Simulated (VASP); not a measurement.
# YbCr2 (P6/mmm) in VASP: further runs

Runs on YbCr2. Level: PBE. Tasks: single point.

Everything below comes from runs of VASP 6.6.1. Logs are shortened: lines on timing, memory, paths and dates and some standing lists are left out, and cuts for length are marked.

## (1) The cell of the first run

Symmetry: P6/mmm, No. 191, hexagonal system. Conventional cell: a = 3.667 Å, b = 3.667 Å, c = 4.798 Å, α = 90.00°, β = 90.00°, γ = 120.00°. Yb (site symmetry 6/mmm) has 12 Cr at 3.20 Å and 6 Yb at 3.67 Å within 4.2 Å. Within 2.8 Å of Cr (site symmetry -6m2) lie 3 Cr at 2.12 Å.

## (2) Single point, PBE

Input file INCAR:

```
  ALGO = Fast
  EDIFF = 1E-6
  ENCUT = 520
  GGA = PE
  ISIF = 2
  ISMEAR = 0
  LASPH = True
  LCHARG = False
  LREAL = False
  LWAVE = False
  NBANDS = 31
  NELM = 100
  PREC = Accurate
  SIGMA = 0.1
```

Input file KPOINTS:

```
k-points
0
Gamma
  12 12 10
```

Input file POSCAR:

```
YbCr2
1.0
    3.6668697539      0.0000000000      0.0000000000
   -1.8334348770      3.1756023593      0.0000000000
    0.0000000000      0.0000000000      4.7978093940
Yb Cr
1 2
Direct
    0.0000000000      0.0000000000      0.0000000000
    0.6666666667      0.3333333333      0.5000000000
    0.3333333333      0.6666666667      0.5000000000
```

Potentials or basis: VASP PAW PBE potentials, release 64 (Yb, Cr_pv).

On the command line:

```
$ cat potpaw_PBE.64/Yb/POTCAR potpaw_PBE.64/Cr_pv/POTCAR > POTCAR
$ mpirun -np 1 vasp_std > vasp.out
```

OUTCAR:

```text
EDIFF = 1E-6
   ENCUT = 520
   GGA = PE
   ISIF = 2
   ISMEAR = 0
   LASPH = True
   LREAL = False
   NELM = 100
   PREC = Accurate

 ion  position               nearest neighbor table
   1  0.000  0.000  0.000-   2 3.20   3 3.20   2 3.20   3 3.20   2 3.20   2 3.20   3 3.20   3 3.20
                             2 3.20   2 3.20   3 3.20   3 3.20
   2  0.667  0.333  0.500-   3 2.12   3 2.12   3 2.12   1 3.20   1 3.20   1 3.20   1 3.20   1 3.20
                             1 3.20
   3  0.333  0.667  0.500-   2 2.12   2 2.12   2 2.12   1 3.20   1 3.20   1 3.20   1 3.20   1 3.20
                             1 3.20

  LATTYP: Found a hexagonal cell.
 ALAT       =     3.6668697539
 C/A-ratio  =     1.3084210010

  Lattice vectors:

 A1 = (   3.6668697539,   0.0000000000,   0.0000000000)
 A2 = (  -1.8334348770,   3.1756023593,   0.0000000000)
 A3 = (   0.0000000000,   0.0000000000,   4.7978093940)

Analysis of symmetry for initial positions (statically):
=====================================================================
 Subroutine PRICEL returns:
 Original cell was already a primitive cell.

 Routine SETGRP: Setting up the symmetry group for a
 hexagonal supercell.

 Subroutine GETGRP returns: Found 24 space group operations
 (whereof 24 operations were pure point group operations)
 out of a pool of 24 trial point group operations.

The static configuration has the point symmetry D_6h.

Analysis of symmetry for dynamics (positions and initial velocities):
=====================================================================
 Subroutine PRICEL returns:
 Original cell was already a primitive cell.

 Routine SETGRP: Setting up the symmetry group for a
 hexagonal supercell.

 Subroutine GETGRP returns: Found 24 space group operations
 (whereof 24 operations were pure point group operations)
 out of a pool of 24 trial point group operations.

The dynamic configuration has the point symmetry D_6h.

 Subroutine INISYM returns: Found 24 space group operations
 (whereof 24 operations are pure point group operations),
 and found     1 'primitive' translations

----------------------------------------------------------------------------------------

                                     Primitive cell

  volume of cell :      55.8682

  direct lattice vectors                    reciprocal lattice vectors
     3.666869754  0.000000000  0.000000000     0.272712168  0.157450444  0.000000000
    -1.833434877  3.175602359  0.000000000     0.000000000  0.314900887  0.000000000
     0.000000000  0.000000000  4.797809394     0.000000000  0.000000000  0.208428455

  length of vectors
     3.666869754  3.666869754  4.797809394     0.314900887  0.314900887  0.208428455

  position of ions in fractional coordinates (direct lattice)
     0.000000000  0.000000000  0.000000000
     0.666666667  0.333333333  0.500000000
     0.333333333  0.666666667  0.500000000

  ion indices of the primitive-cell ions
   primitive index   ion index
                 1           1
                 2           2
                 3           3

----------------------------------------------------------------------------------------

 KPOINTS: k-points

Automatic generation of k-mesh.
 Grid dimensions read from file:
 generate k-points for:   12   12   10

 Generating k-lattice:

  Cartesian coordinates                     Fractional coordinates (reciprocal lattice)
     0.022726014  0.013120870  0.000000000     0.083333333  0.000000000  0.000000000
     0.000000000  0.026241741  0.000000000     0.000000000  0.083333333  0.000000000
     0.000000000  0.000000000  0.020842846     0.000000000  0.000000000  0.100000000

  Length of vectors
     0.026241741  0.026241741  0.020842846

  Shift w.r.t. Gamma in fractional coordinates (k-lattice)
     0.000000000  0.000000000  0.000000000

 Subroutine IBZKPT returns following result:
 ===========================================

 Found    114 irreducible k-points:

 Following reciprocal coordinates:
            Coordinates               Weight
  0.000000  0.000000  0.000000      1.000000
  0.083333  0.000000  0.000000      6.000000
  0.166667 -0.000000  0.000000      6.000000
  0.250000 -0.000000  0.000000      6.000000
  0.333333 -0.000000  0.000000      6.000000
  0.416667  0.000000  0.000000      6.000000
[... 16 lines left out ...]
  0.250000 -0.000000  0.100000     12.000000
  0.333333 -0.000000  0.100000     12.000000
 [... further k-points ...]
   k-points           NKPTS =    114   k-points in BZ     NKDIM =    114   number of bands    NBANDS=     31
   number of dos      NEDOS =    301   number of ions     NIONS =      3
   total plane-waves  NPLWV =  28224
   dimension x,y,z NGX =    28 NGY =   28 NGZ =   36
   dimension x,y,z NGXF=    56 NGYF=   56 NGZF=   72
   ions per type =               1   2
   NGX,Y,Z   is equivalent  to a cutoff of  12.69, 12.69, 12.47 a.u.
   NGXF,Y,Z  is equivalent  to a cutoff of  25.39, 25.39, 24.95 a.u.
 SYSTEM =  unknown system
   PREC   = accura    normal or accurate (medium, high low for compatibility)
   ISTART =      0    job   : 0-new  1-cont  2-samecut
   ICHARG =      2    charge: 1-file 2-atom 10-const
   ISPIN  =      1    spin polarized calculation?
   LNONCOLLINEAR =      F non collinear calculations
   LSORBIT =      F    spin-orbit coupling
   LASPH  =      T    aspherical Exc in radial PAW
   ENCUT  =  520.0 eV  38.22 Ry    6.18 a.u.   6.82  6.82  8.92*2*pi/ulx,y,z
   NELM   =    100;   NELMIN=  2; NELMDL= -5     # of ELM steps
   EDIFF  = 0.1E-05   stopping-criterion for ELM
   LREAL  =      F    real-space projection
   EDIFFG = 0.1E-04   stopping-criterion for IOM
   NSW    =      0    number of steps for IOM
   IBRION =     -1    ionic relax: 0-MD 1-quasi-New 2-CG
   NFREE  =      0    steps in history (QN), initial steepest desc. (CG)
   ISIF   =      2    stress and relaxation
   ISYM   =      2    0-nonsym 1-usesym 2-fastsym
   POTIM  = 0.5000    time-step for ionic-motion
   TEBEG  =    0.0;   TEEND  =   0.0 temperature during run
   PSTRESS=    0.0 pullay stress
   NELECT =      48.0000    total number of electrons
   NUPDOWN=      -1.0000    fix difference up-down
   EMIN   =  10.00;   EMAX   =-10.00  energy-range for DOS
   EFERMI =   0.00;   METHOD = LEGACY
   ISMEAR =     0;   SIGMA  =   0.10  broadening in eV -4-tet -1-fermi 0-gaus
   EFERMI_NEDOS =   21; number of points for ismear=-14 and -15
   IALGO  =     68    algorithm
   IMIX   =      4    mixing-type and parameters
     AMIX     =   0.40;   BMIX     =  1.00
     AMIX_MAG =   1.60;   BMIX_MAG =  1.00
  volume/ion in A,a.u.               =      18.62       125.67
  Fermi-wavevector in a.u.,A,eV,Ry     =   1.556325  2.941028 32.955331  2.422148
  Thomas-Fermi vector in A             =   2.660137
   LORBIT       =      0    0 simple, 1 ext, 2 COOP (PROOUT), +10 PAW based schemes
   GGA     = PE    functional components
   LHFCALC =     F    Hartree Fock is set to
   AEXX    =    0.0000 exact exchange contribution
   IVDW    =     0    specifies the selected vdW correction
   LEPSILON=     F    determine dielectric tensor
   LRPA    =     F    only Hartree local field effects (RPA)
 non-spin polarized calculation
 RMM-DIIS sequential band-by-band and
 Gauss-broadening in eV      SIGMA  =   0.10
  energy-cutoff  :      520.00
  volume of cell :       55.87
 maximum number of plane-waves:      1518
 NGX is ok and might be reduce to    28
   NGX = 13   NGY = 13   NGZ = 17

 number of electron      48.0000030 magnetization

 Free energy of the ion-electron system (eV)
  ---------------------------------------------------
  ext. energy  EPLUGINS =         0.00000000
  ---------------------------------------------------
  free energy    TOTEN  =       -20.57459132 eV

  energy without entropy =      -20.55223481  energy(sigma->0) =      -20.56341306

 E-fermi :   4.8722     XC(G=0): -11.4881

 val. band max:        4.8718669088   @ k =   0.5000  -0.0000   0.5000
 cond. band min:       4.8811141388   @ k =   0.3333  -0.0000   0.0000
 fundamental gap:      0.0092472300
 Fermi energy:         4.8722005745

 k-point     1 :       0.0000    0.0000    0.0000
  band No.  band energies     occupation
      1     -46.1888      2.00000
      2     -38.1788      2.00000
      3     -38.1788      2.00000
      4     -37.3966      2.00000
      5     -36.9607      2.00000
      6     -36.7523      2.00000
[... 23 lines left out ...]
     30       7.2680      0.00000
     31       8.6699      0.00000

 k-point     2 :       0.0833    0.0000    0.0000
  band No.  band energies     occupation
      1     -46.1880      2.00000
      2     -38.1886      2.00000
      3     -38.1618      2.00000
      4     -37.3900      2.00000
      5     -36.9674      2.00000
      6     -36.7702      2.00000
[... 23 lines left out ...]
     30       7.4099      0.00000
     31       8.7144      0.00000

 k-point     3 :       0.1667   -0.0000    0.0000
  band No.  band energies     occupation
      1     -46.1858      2.00000
      2     -38.2147      2.00000
      3     -38.1130      2.00000
      4     -37.3709      2.00000
      5     -36.9867      2.00000
      6     -36.8214      2.00000
[... 23 lines left out ...]
     30       7.7725      0.00000
     31       8.8329      0.00000

 k-point     4 :       0.2500   -0.0000    0.0000
  band No.  band energies     occupation
      1     -46.1827      2.00000
      2     -38.2487      2.00000
      3     -38.0397      2.00000
      4     -37.3413      2.00000
      5     -37.0166      2.00000
      6     -36.8980      2.00000
[... 23 lines left out ...]
     30       8.1935      0.00000
     31       8.9305      0.00000

 k-point     5 :       0.3333   -0.0000    0.0000
  band No.  band energies     occupation
      1     -46.1796      2.00000
      2     -38.2811      2.00000
      3     -37.9551      2.00000
      4     -37.3048      2.00000
      5     -37.0534      2.00000
      6     -36.9857      2.00000
[... 23 lines left out ...]
     30       8.4725      0.00000
     31       9.1810      0.00000
[... 542 lines left out ...]
     30       7.7290      0.00000
     31       8.8175      0.00000

 k-point    22 :       0.1667   -0.0000    0.1000
  band No.  band energies     occupation
      1     -46.1858      2.00000
      2     -38.2147      2.00000
      3     -38.1130      2.00000
      4     -37.3709      2.00000
      5     -36.9867      2.00000
      6     -36.8214      2.00000
[... 23 lines left out ...]
     30       8.0965      0.00000
     31       8.9355      0.00000

 k-point    23 :       0.2500   -0.0000    0.1000
  band No.  band energies     occupation
      1     -46.1827      2.00000
      2     -38.2487      2.00000
      3     -38.0397      2.00000
      4     -37.3413      2.00000
      5     -37.0166      2.00000
      6     -36.8981      2.00000
[... 23 lines left out ...]
     30       8.4422      0.00000
     31       8.9304      0.00000

 k-point    24 :       0.3333   -0.0000    0.1000
  band No.  band energies     occupation
      1     -46.1796      2.00000
      2     -38.2811      2.00000
      3     -37.9552      2.00000
      4     -37.3048      2.00000
      5     -37.0534      2.00000
      6     -36.9857      2.00000
[... 23 lines left out ...]
     30       8.5497      0.00000
     31       9.2085      0.00000

 [... further k-points ...]
[... 5 lines left out ...]
  --------------------------------------------------------------------------------------
  -------------------------------------------------------------------------------------
  Total        0.5559761      0.5559761      0.3999924     -0.0000000      0.0000000      0.0000000
  in kB       15.9441779     15.9441779     11.4709054     -0.0000000      0.0000000      0.0000000
  external PRESSURE =      14.4530871 kB  Pullay stress =       0.0000000 kB

 VOLUME and BASIS-vectors are now :
 -----------------------------------------------------------------------------
  energy-cutoff  :      520.00
  volume of cell :       55.87
      direct lattice vectors                 reciprocal lattice vectors
     3.666869754  0.000000000  0.000000000     0.272712168  0.157450444  0.000000000
    -1.833434877  3.175602359  0.000000000     0.000000000  0.314900887  0.000000000
     0.000000000  0.000000000  4.797809394     0.000000000  0.000000000  0.208428455

 POSITION                                       TOTAL-FORCE (eV/Angst)
 -----------------------------------------------------------------------------------
      0.00000      0.00000      0.00000         0.000000      0.000000      0.000000
      1.83343      1.05853      2.39890         0.000000      0.000000      0.000000
     -0.00000      2.11707      2.39890        -0.000000     -0.000000     -0.000000
 -----------------------------------------------------------------------------------
    total drift:                               -0.000000      0.000000      0.000000

  FREE ENERGIE OF THE ION-ELECTRON SYSTEM (eV)
  ---------------------------------------------------
  free  energy   TOTEN  =       -20.5745913164 eV

  energy  without entropy=      -20.5522348063  energy(sigma->0) =      -20.56341306
```

It took 7.1 min on 1 thread of Intel Xeon 6975P-C (Granite Rapids), shared host; peak memory 0.34 GiB.

Results:

- Free energy: -20.5746 eV
- Pressure: 1.4 GPa
- Band gap on the k mesh: zero (band 24 reaches 6.11 eV, above the bottom of band 25 at 4.67 eV)

Caveat: spin-orbit coupling is left out, which moves the levels of the heavy elements; without U or exact exchange the open f shell lies at the Fermi level, which spoils levels, moments and volumes. Spin polarisation is off, so any magnetic state and its effect on volume and gap are missing.

(Continued in part 2 of 2.)
